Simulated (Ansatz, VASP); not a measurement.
**SiF in VASP and in Ansatz**

```xyz
2
Lattice="2.7014 0.0000 0.0000 -1.3507 2.3395 0.0000 0.0000 0.0000 3.8751" Properties=species:S:1:pos:R:3 pbc="T T T"
Si    1.3507    0.7798    0.0000
F     0.0000    0.0000    1.9376
```

Change from the starting cell: species swapped into the CrC type (P-6m2, No. 187).

Alike in both runs: functional PBE; k mesh 6 × 6 × 6; occupations gaussian, width 0.1 eV; no spin polarisation.

Ansatz relaxed the structure, and its values are those at the end. VASP's run is a single point on that final structure, the one shown.

|  | VASP | Ansatz |
| --- | --- | --- |
| version | VASP 6.6.1 | Ansatz 0.2.0 |
| potentials or method | VASP PAW PBE potentials, release 64 (Si, F), cutoff 520 eV | scalar-relativistic, plane waves, PAW |
| valence electrons in the cell | 11 | 11 |

|  | VASP | Ansatz | Ansatz less VASP |
| --- | --- | --- | --- |
| gap on the k mesh at the Fermi level (eV) | none | none | - |
| pressure (GPa) | -0.2 | 0.0 | +0.21 |

A gap of «none» marks a metal or a gap that the smearing closes.

The k mesh is coarse, so the values compare programs but aren't converged.
